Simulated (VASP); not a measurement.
Set up this calculation in VASP 6.6.1, as the native input.

| Property | Result |
| --- | --- |
| Task | relaxation of cell and atoms |
| Functional | PBE |
| Potentials or basis | VASP PAW PBE potentials, release 64 (Pd) |
| Cutoff | 600 eV |
| k mesh | 12 × 12 × 12 |
| Occupations | fermi-dirac, width 0.05 eV |
| Spin | no spin polarisation |
| Target pressure | 2 GPa |
| Dipole correction | no |
| Further INCAR settings | ALGO = Fast; EDIFF = 1e-06; IBRION = 2; EDIFFG = -0.01; NSW = 60; ISIF = 3 |

The structure of Pd lies in POSCAR:

```
Pd
1.0
    0.0000000000      1.9465000000      1.9465000000
    1.9465000000      0.0000000000      1.9465000000
    1.9465000000      1.9465000000      0.0000000000
Pd
1
Direct
    0.0000000000      0.0000000000      0.0000000000
```

The input as run:

INCAR

```
ALGO = Fast ; EDIFF = 1E-6
EDIFFG = -0.01 ; ENCUT = 600
GGA = PE ; IBRION = 2
ISIF = 3 ; ISMEAR = -1
LASPH = True ; LCHARG = False
LREAL = False ; LWAVE = False
NELM = 60 ; NSW = 60
PREC = Accurate ; PSTRESS = 20.0
SIGMA = 0.05
```

KPOINTS

```
k-points
0
Gamma
  12 12 12
```

Potentials or basis: VASP PAW PBE potentials, release 64 (Pd).

Command:

```sh
$ cat potpaw_PBE.64/Pd/POTCAR > POTCAR
$ mpirun -np 1 vasp_std > vasp.out
```

Results of the run:

```yaml
Relaxed_volume: 15.11 Å³/atom
Relaxed_cell: a = 2.775 Å, b = 2.775 Å, c = 2.775 Å, α = 60.00°, β = 60.00°, γ = 60.00°
Space_group_after_relaxing_to_0.05_Å: Fm-3m (No. 225)
Energy_change_on_relaxing_the_enthalpy_is_what_falls: -9.4 meV/atom
Ionic_steps: 3
Pressure_after_relaxing: 2.0 GPa
Band_gap_on_the_k_mesh: zero (band 5 reaches 9.65 eV, above the bottom of band 6 at 8.13 eV)
```

Caveat: the cell is relaxed towards a set pressure, so the enthalpy falls and the energy may rise.

It took 20 s on 1 thread of Intel Xeon 6975P-C, on a shared host, peak memory 0.15 GiB.
